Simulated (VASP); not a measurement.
# Ir (P6_3/mmc) in VASP: further runs

Ir is run at these levels: LDA; tasks: single point.

All numbers are computed with VASP 6.6.1; they aren't measurements. Logs are shortened: lines on timing, memory, paths and dates and some standing lists are left out, and cuts for length are marked.

## 1. The cell of the first run

Symmetry: P6_3/mmc, No. 194, hexagonal system. Conventional cell: a = 2.895 Å, b = 2.895 Å, c = 4.386 Å, α = 90.00°, β = 90.00°, γ = 120.00°. Ir (site symmetry -6m2) has 12 Ir at 2.76 to 2.89 Å within 3.6 Å.

This isn't the form of Ir at room conditions, which is fcc.

## 2. Single point, LDA

The input, INCAR:

```
ALGO = Normal ; EDIFF = 1E-7
ENCUT = 520 ; GGA = CA
ISIF = 2 ; ISMEAR = 0
LASPH = T ; LCHARG = F
LREAL = F ; LWAVE = F
NBANDS = 16 ; NELM = 60
PREC = Accurate ; SIGMA = 0.15
```

The input, KPOINTS:

```
k-points
0
Gamma
  18 18 10
```

The input, POSCAR:

```
Ir
1.0
    2.8946000000      0.0000000000      0.0000000000
   -1.4473000000      2.5067971338      0.0000000000
    0.0000000000      0.0000000000      4.3862377060
Ir
2
Direct
    0.6666666667      0.3333333333      0.7500000000
    0.3333333333      0.6666666667      0.2500000000
```

Potentials or basis: VASP PAW LDA potentials, release 64 (Ir).

On the command line:

```
$ cat potpaw_LDA.64/Ir/POTCAR > POTCAR
$ mpirun -np 1 vasp_std > vasp.out
```

OUTCAR:

```text
EDIFF = 1E-7
   ENCUT = 520
   GGA = CA
   ISIF = 2
   ISMEAR = 0
   LASPH = T
   LREAL = F
   NELM = 60
   PREC = Accurate

 ion  position               nearest neighbor table
   1  0.667  0.333  0.750-   2 2.76   2 2.76   2 2.76   2 2.76   2 2.76   2 2.76
   2  0.333  0.667  0.250-   1 2.76   1 2.76   1 2.76   1 2.76   1 2.76   1 2.76

  LATTYP: Found a hexagonal cell.
 ALAT       =     2.8946000000
 C/A-ratio  =     1.5153173862

  Lattice vectors:

 A1 = (   2.8946000000,   0.0000000000,   0.0000000000)
 A2 = (  -1.4473000000,   2.5067971338,   0.0000000000)
 A3 = (   0.0000000000,   0.0000000000,   4.3862377060)

Analysis of symmetry for initial positions (statically):
=====================================================================
 Subroutine PRICEL returns:
 Original cell was already a primitive cell.

 Routine SETGRP: Setting up the symmetry group for a
 hexagonal supercell.

 Subroutine GETGRP returns: Found 24 space group operations
 (whereof 12 operations were pure point group operations)
 out of a pool of 24 trial point group operations.

The static configuration has the point symmetry D_3d.
 The point group associated with its full space group is D_6h.

Analysis of symmetry for dynamics (positions and initial velocities):
=====================================================================
 Subroutine PRICEL returns:
 Original cell was already a primitive cell.

 Routine SETGRP: Setting up the symmetry group for a
 hexagonal supercell.

 Subroutine GETGRP returns: Found 24 space group operations
 (whereof 12 operations were pure point group operations)
 out of a pool of 24 trial point group operations.

The dynamic configuration has the point symmetry D_3d.
 The point group associated with its full space group is D_6h.

 Subroutine INISYM returns: Found 24 space group operations
 (whereof 12 operations are pure point group operations),
 and found     1 'primitive' translations

----------------------------------------------------------------------------------------

                                     Primitive cell

  volume of cell :      31.8273

  direct lattice vectors                    reciprocal lattice vectors
     2.894600000  0.000000000  0.000000000     0.345470877  0.199457704  0.000000000
    -1.447300000  2.506797134  0.000000000     0.000000000  0.398915407  0.000000000
     0.000000000  0.000000000  4.386237706     0.000000000  0.000000000  0.227985820

  length of vectors
     2.894600000  2.894600000  4.386237706     0.398915407  0.398915407  0.227985820

  position of ions in fractional coordinates (direct lattice)
     0.666666667  0.333333333  0.750000000
     0.333333333  0.666666667  0.250000000

  ion indices of the primitive-cell ions
   primitive index   ion index
                 1           1
                 2           2

----------------------------------------------------------------------------------------

 KPOINTS: k-points

Automatic generation of k-mesh.
 Grid dimensions read from file:
 generate k-points for:   18   18   10

 Generating k-lattice:

  Cartesian coordinates                     Fractional coordinates (reciprocal lattice)
     0.019192826  0.011080984  0.000000000     0.055555556  0.000000000  0.000000000
     0.000000000  0.022161967  0.000000000     0.000000000  0.055555556  0.000000000
     0.000000000  0.000000000  0.022798582     0.000000000  0.000000000  0.100000000

  Length of vectors
     0.022161967  0.022161967  0.022798582

  Shift w.r.t. Gamma in fractional coordinates (k-lattice)
     0.000000000  0.000000000  0.000000000

 Subroutine IBZKPT returns following result:
 ===========================================

 Found    222 irreducible k-points:

 Following reciprocal coordinates:
            Coordinates               Weight
  0.000000  0.000000  0.000000      1.000000
  0.055556  0.000000  0.000000      6.000000
  0.111111  0.000000  0.000000      6.000000
  0.166667  0.000000  0.000000      6.000000
  0.222222  0.000000  0.000000      6.000000
  0.277778  0.000000  0.000000      6.000000
[... 16 lines left out ...]
  0.333333  0.111111  0.000000     12.000000
  0.388889  0.111111  0.000000     12.000000
 [... further k-points ...]
   k-points           NKPTS =    222   k-points in BZ     NKDIM =    222   number of bands    NBANDS=     16
   number of dos      NEDOS =    301   number of ions     NIONS =      2
   total plane-waves  NPLWV =  20736
   dimension x,y,z NGX =    24 NGY =   24 NGZ =   36
   dimension x,y,z NGXF=    48 NGYF=   48 NGZF=   72
   ions per type =               2
   NGX,Y,Z   is equivalent  to a cutoff of  13.78, 13.78, 13.64 a.u.
   NGXF,Y,Z  is equivalent  to a cutoff of  27.57, 27.57, 27.29 a.u.
 SYSTEM =  unknown system
   PREC   = accura    normal or accurate (medium, high low for compatibility)
   ISTART =      0    job   : 0-new  1-cont  2-samecut
   ICHARG =      2    charge: 1-file 2-atom 10-const
   ISPIN  =      1    spin polarized calculation?
   LNONCOLLINEAR =      F non collinear calculations
   LSORBIT =      F    spin-orbit coupling
   LASPH  =      T    aspherical Exc in radial PAW
   ENCUT  =  520.0 eV  38.22 Ry    6.18 a.u.   5.38  5.38  8.16*2*pi/ulx,y,z
   NELM   =     60;   NELMIN=  2; NELMDL= -5     # of ELM steps
   EDIFF  = 0.1E-06   stopping-criterion for ELM
   LREAL  =      F    real-space projection
   EDIFFG = 0.1E-05   stopping-criterion for IOM
   NSW    =      0    number of steps for IOM
   IBRION =     -1    ionic relax: 0-MD 1-quasi-New 2-CG
   NFREE  =      0    steps in history (QN), initial steepest desc. (CG)
   ISIF   =      2    stress and relaxation
   ISYM   =      2    0-nonsym 1-usesym 2-fastsym
   POTIM  = 0.5000    time-step for ionic-motion
   TEBEG  =    0.0;   TEEND  =   0.0 temperature during run
   PSTRESS=    0.0 pullay stress
   NELECT =      18.0000    total number of electrons
   NUPDOWN=      -1.0000    fix difference up-down
   EMIN   =  10.00;   EMAX   =-10.00  energy-range for DOS
   EFERMI =   0.00;   METHOD = LEGACY
   ISMEAR =     0;   SIGMA  =   0.15  broadening in eV -4-tet -1-fermi 0-gaus
   EFERMI_NEDOS =   21; number of points for ismear=-14 and -15
   IALGO  =     38    algorithm
   IMIX   =      4    mixing-type and parameters
     AMIX     =   0.40;   BMIX     =  1.00
     AMIX_MAG =   1.60;   BMIX_MAG =  1.00
  volume/ion in A,a.u.               =      15.91       107.39
  Fermi-wavevector in a.u.,A,eV,Ry     =   1.353835  2.558377 24.937695  1.832869
  Thomas-Fermi vector in A             =   2.481057
   LORBIT       =      0    0 simple, 1 ext, 2 COOP (PROOUT), +10 PAW based schemes
   GGA     = CA    functional components
   LHFCALC =     F    Hartree Fock is set to
   AEXX    =    0.0000 exact exchange contribution
   IVDW    =     0    specifies the selected vdW correction
   LEPSILON=     F    determine dielectric tensor
   LRPA    =     F    only Hartree local field effects (RPA)
 non-spin polarized calculation
 Gauss-broadening in eV      SIGMA  =   0.15
  energy-cutoff  :      520.00
  volume of cell :       31.83
 maximum number of plane-waves:       875
 NGX is ok and might be reduce to    24

 number of electron      18.0000001 magnetization

 Free energy of the ion-electron system (eV)
  ---------------------------------------------------
  ext. energy  EPLUGINS =         0.00000000
  ---------------------------------------------------
  free energy    TOTEN  =       -19.94941689 eV

  energy without entropy =      -19.91047476  energy(sigma->0) =      -19.92994583

 E-fermi :   8.4914     XC(G=0): -13.4617

 val. band max:        8.4848217340   @ k =   0.1667   0.1667   0.5000
 cond. band min:       8.4967035285   @ k =   0.3333   0.2778   0.4000
 fundamental gap:      0.0118817944
 Fermi energy:         8.4914047510

 k-point     1 :       0.0000    0.0000    0.0000
  band No.  band energies     occupation
      1      -1.5381      2.00000
      2       1.5717      2.00000
      3       5.2044      2.00000
      4       5.2044      2.00000
      5       5.7186      2.00000
      6       5.8853      2.00000
[... 8 lines left out ...]
     15      25.8039      0.00000
     16      25.9471      0.00000

 k-point     2 :       0.0556    0.0000    0.0000
  band No.  band energies     occupation
      1      -1.4366      2.00000
      2       1.6535      2.00000
      3       5.0355      2.00000
      4       5.2844      2.00000
      5       5.8343      2.00000
      6       5.8750      2.00000
[... 8 lines left out ...]
     15      25.9041      0.00000
     16      25.9960      0.00000

 k-point     3 :       0.1111    0.0000    0.0000
  band No.  band energies     occupation
      1      -1.1384      2.00000
      2       1.8829      2.00000
      3       4.7252      2.00000
      4       5.5208      2.00000
      5       5.5857      2.00000
      6       5.7130      2.00000
[... 8 lines left out ...]
     15      25.3255      0.00000
     16      25.9864      0.00000

 k-point     4 :       0.1667    0.0000    0.0000
  band No.  band energies     occupation
      1      -0.6648      2.00000
      2       2.2020      2.00000
      3       4.4188      2.00000
      4       5.0440      2.00000
      5       5.5097      2.00000
      6       5.5601      2.00000
[... 8 lines left out ...]
     15      24.6360      0.00000
     16      24.9413      0.00000

 k-point     5 :       0.2222    0.0000    0.0000
  band No.  band energies     occupation
      1      -0.0569      2.00000
      2       2.4823      2.00000
      3       4.2290      2.00000
      4       4.4082      2.00000
      5       5.2621      2.00000
      6       5.4562      2.00000
[... 8 lines left out ...]
     15      23.2484      0.00000
     16      24.9586      0.00000

 k-point     6 :       0.2778    0.0000    0.0000
  band No.  band energies     occupation
      1       0.6134      2.00000
      2       2.5606      2.00000
      3       3.8200      2.00000
      4       4.2632      2.00000
      5       5.0255      2.00000
      6       5.4982      2.00000
[... 8 lines left out ...]
     15      21.8957      0.00000
     16      24.0392      0.00000

 k-point     7 :       0.3333    0.0000    0.0000
  band No.  band energies     occupation
      1       1.2345      2.00000
      2       2.4500      2.00000
      3       3.3364      2.00000
      4       4.4840      2.00000
      5       4.8220      2.00000
      6       5.7236      2.00000
[... 8 lines left out ...]
     15      20.6489      0.00000
     16      23.2970      0.00000

 k-point     8 :       0.3889    0.0000    0.0000
  band No.  band energies     occupation
      1       1.6867      2.00000
      2       2.2905      2.00000
      3       2.9803      2.00000
      4       4.6669      2.00000
      5       4.8193      2.00000
      6       5.8491      2.00000
[... 8 lines left out ...]
     15      19.6021      0.00000
     16      21.3651      0.00000

 k-point     9 :       0.4444    0.0000    0.0000
  band No.  band energies     occupation
      1       1.9335      2.00000
      2       2.1636      2.00000
      3       2.7630      2.00000
      4       4.5702      2.00000
      5       5.1687      2.00000
      6       5.7909      2.00000
[... 8 lines left out ...]
     15      18.8811      0.00000
     16      19.6627      0.00000
[... 172 lines left out ...]
 k-point    19 :       0.1111    0.1111    0.0000
  band No.  band energies     occupation
      1      -0.3888      2.00000
      2       2.3931      2.00000
      3       4.2121      2.00000
      4       4.8046      2.00000
      5       5.2953      2.00000
      6       5.5110      2.00000
[... 8 lines left out ...]
     15      22.5330      0.00000
     16      25.7732      0.00000

 k-point    20 :       0.1667    0.1111    0.0000
  band No.  band energies     occupation
      1       0.2075      2.00000
      2       2.6929      2.00000
      3       3.9685      2.00000
      4       4.2362      2.00000
      5       5.0730      2.00000
      6       5.4465      2.00000
[... 8 lines left out ...]
     15      21.4520      0.00000
     16      24.8831      0.00000

 k-point    21 :       0.2222    0.1111    0.0000
  band No.  band energies     occupation
      1       0.8728      2.00000
      2       2.8114      2.00000
      3       3.7039      2.00000
      4       3.9270      2.00000
      5       4.8859      2.00000
      6       5.5078      2.00000
[... 8 lines left out ...]
     15      20.2943      0.00000
     16      24.0977      0.00000

 k-point    22 :       0.2778    0.1111    0.0000
  band No.  band energies     occupation
      1       1.4979      2.00000
      2       2.7048      2.00000
      3       3.2607      2.00000
      4       4.1297      2.00000
      5       4.7396      2.00000
      6       5.7323      2.00000
[... 8 lines left out ...]
     15      19.1243      0.00000
     16      23.4553      0.00000

 k-point    23 :       0.3333    0.1111    0.0000
  band No.  band energies     occupation
      1       1.9537      2.00000
      2       2.5408      2.00000
      3       2.9316      2.00000
      4       4.4689      2.00000
      5       4.6366      2.00000
      6       5.7724      2.00000
[... 8 lines left out ...]
     15      18.0836      0.00000
     16      22.1453      0.00000

 k-point    24 :       0.3889    0.1111    0.0000
  band No.  band energies     occupation
      1       2.1926      2.00000
      2       2.4176      2.00000
      3       2.7298      2.00000
      4       4.5763      2.00000
      5       4.8195      2.00000
      6       5.6832      2.00000
[... 8 lines left out ...]
     15      18.6799      0.00000
     16      20.6682      0.00000

 [... further k-points ...]

------------------------ aborting loop because EDIFF is reached ----------------------------------------

  FORCE on cell =-STRESS in cart. coord.  units (eV):
  Direction    XX          YY          ZZ          XY          YZ          ZX
  --------------------------------------------------------------------------------------
  -------------------------------------------------------------------------------------
  Total       -7.8169239     -7.8169239     -5.3782296      0.0000000      0.0000000      0.0000000
  in kB     -393.5016477   -393.5016477   -270.7384957      0.0000000      0.0000000      0.0000000
  external PRESSURE =    -352.5805970 kB  Pullay stress =       0.0000000 kB

 VOLUME and BASIS-vectors are now :
 -----------------------------------------------------------------------------
  energy-cutoff  :      520.00
  volume of cell :       31.83
      direct lattice vectors                 reciprocal lattice vectors
     2.894600000  0.000000000  0.000000000     0.345470877  0.199457704  0.000000000
    -1.447300000  2.506797134  0.000000000     0.000000000  0.398915407  0.000000000
     0.000000000  0.000000000  4.386237706     0.000000000  0.000000000  0.227985820

 POSITION                                       TOTAL-FORCE (eV/Angst)
 -----------------------------------------------------------------------------------
      1.44730      0.83560      3.28968        -0.000000      0.000000      0.000000
     -0.00000      1.67120      1.09656         0.000000     -0.000000      0.000000
 -----------------------------------------------------------------------------------
    total drift:                               -0.000000      0.000000     -0.000000

  FREE ENERGIE OF THE ION-ELECTRON SYSTEM (eV)
  ---------------------------------------------------
  free  energy   TOTEN  =       -19.9494168915 eV

  energy  without entropy=      -19.9104747606  energy(sigma->0) =      -19.92994583
```

Wall time 1.9 min (1 thread of Intel Xeon 8259CL, shared host); peak memory 0.22 GiB.

Results:

- Free energy: -19.9494 eV
- Pressure: -35.3 GPa
- Band gap on the k mesh: zero (bands 9 and 10 overlap by 2.62 eV)

Caveat: the cell stands under tension; spin-orbit coupling is left out, which moves the levels of the heavy elements.

## 3. Single point, LDA

This run uses another cell than the first one, of the same volume but with other edges.

The input, INCAR:

```
PREC = Accurate
ENCUT = 520
EDIFF = 1E-7
ISMEAR = 0
SIGMA = 0.15
LREAL = F
LASPH = T
NELM = 60
ALGO = Normal
ISIF = 2
LWAVE = F
LCHARG = T
GGA = CA
LELF = T
LVHAR = T
NBANDS = 16
```

The input, KPOINTS:

```
Automatic mesh
0
Gamma
  18 18 10
```

The input, POSCAR:

```
Ir
1.0
    2.7864000000      0.0000000000      0.0000000000
   -1.3932000000      2.4130931851      0.0000000000
    0.0000000000      0.0000000000      4.7371000000
Ir
2
Direct
    0.6666666667      0.3333333333      0.7500000000
    0.3333333333      0.6666666667      0.2500000000
```

Potentials or basis: VASP PAW LDA potentials, release 64 (Ir).

On the command line:

```
$ cat potpaw_LDA.64/Ir/POTCAR > POTCAR
$ mpirun -np 1 vasp_std > vasp.out
```

Run time: 1.8 min. Hardware: 1 thread of Intel Xeon 8259CL, shared host; peak memory 0.22 GiB.

Results (log left out):

- Free energy: -19.9634 eV
- Pressure: -36.6 GPa
- Band gap on the k mesh: zero (bands 9 and 10 overlap by 2.98 eV)

Stress tensor (GPa, compression positive):
```
-33.15   0.00   0.00
  0.00 -33.15   0.00
  0.00   0.00 -43.40
```

Levels at points of the mesh, in eV from the Fermi level:
```csv
k point,band 6,band 7,band 8,band 9,band 10,band 11,band 12,band 13
"(0.00, 0.00, 0.00)",-2.70,-2.70,-1.59,-1.59,-0.78,0.31,0.31,5.48
"(0.50, 0.00, 0.00)",-2.67,-2.66,0.66,0.88,1.14,2.71,4.10,7.49
"(0.00, 0.00, 0.50)",-3.17,-3.17,-3.17,-0.33,-0.33,-0.33,-0.33,12.52
"(0.50, 0.00, 0.50)",-1.54,-0.64,-0.64,1.03,1.03,1.91,1.91,6.87
```

Caveat: the cell stands under tension; spin-orbit coupling is left out, which moves the levels of the heavy elements.

## 4. Single point, LDA

This run uses another cell than the first one, of 15.99 Å³/atom.

The input, INCAR:

```
ALGO = Fast
EDIFF = 1E-7
ENCUT = 520
GGA = CA
ISIF = 2
ISMEAR = 0
LASPH = T
LCHARG = F
LREAL = F
LWAVE = F
NBANDS = 16
NELM = 60
PREC = Accurate
SIGMA = 0.15
```

The input, KPOINTS:

```
k-points
0
Gamma
  18 18 10
```

The input, POSCAR:

```
Ir
1.0
    2.8315000000      0.0000000000      0.0000000000
   -1.4157500000      2.4521509308      0.0000000000
    0.0000000000      0.0000000000      4.6055000000
Ir
2
Direct
    0.6666666667      0.3333333333      0.7500000000
    0.3333333333      0.6666666667      0.2500000000
```

On the command line:

```
$ cat potpaw_LDA.64/Ir/POTCAR > POTCAR
$ mpirun -np 1 vasp_std > vasp.out
```

It took 2.8 min on 1 thread of Intel Xeon 8259CL, shared host; peak memory 0.22 GiB.

It converged, with:

```yaml
Free_energy: -19.9690 eV
Pressure: -37.9 GPa
Band_gap_on_the_k_mesh: zero (bands 9 and 10 overlap by 2.73 eV)
```

Stress tensor (GPa, compression positive):
```
-37.38   0.00   0.00
  0.00 -37.38   0.00
  0.00   0.00 -38.96
```

Levels at points of the mesh, in eV from the Fermi level:
| k point | band 7 | band 8 | band 9 | band 10 | band 11 | band 12 |
| --- | --- | --- | --- | --- | --- | --- |
| (0.00, 0.00, 0.00) | -2.65 | -1.96 | -1.96 | -0.45 | 0.23 | 0.23 |
| (0.50, 0.00, 0.00) | -2.51 | 0.58 | 0.76 | 0.91 | 2.56 | 3.85 |
| (0.00, 0.00, 0.50) | -3.28 | -3.28 | -0.41 | -0.41 | -0.41 | -0.41 |
| (0.50, 0.00, 0.50) | -0.70 | -0.70 | 0.78 | 0.78 | 1.86 | 1.86 |

Caveat: the cell stands under tension; spin-orbit coupling is left out, which moves the levels of the heavy elements.

## 5. Summary

```csv
cell,gap on the mesh (eV),pressure (GPa)
"a = 2.895, b = 2.895, c = 4.386 Å, angles 90.0, 90.0, 120.0°, 2 atoms",none,-35.3
"a = 2.786, b = 2.786, c = 4.737 Å, angles 90.0, 90.0, 120.0°, 2 atoms",none,-36.6
"a = 2.832, b = 2.831, c = 4.606 Å, angles 90.0, 90.0, 120.0°, 2 atoms",none,-37.9
```

Alike in all rows: task single point; level LDA; potentials or basis VASP PAW LDA potentials, release 64 (Ir); no spin polarisation; k mesh 18 × 18 × 10; cutoff (eV) 520; smearing gaussian 0.15 eV.

Caveats: the cell stands under tension; spin-orbit coupling is left out, which moves the levels of the heavy elements.

Absolute energies hang on the potentials; compare differences alone.
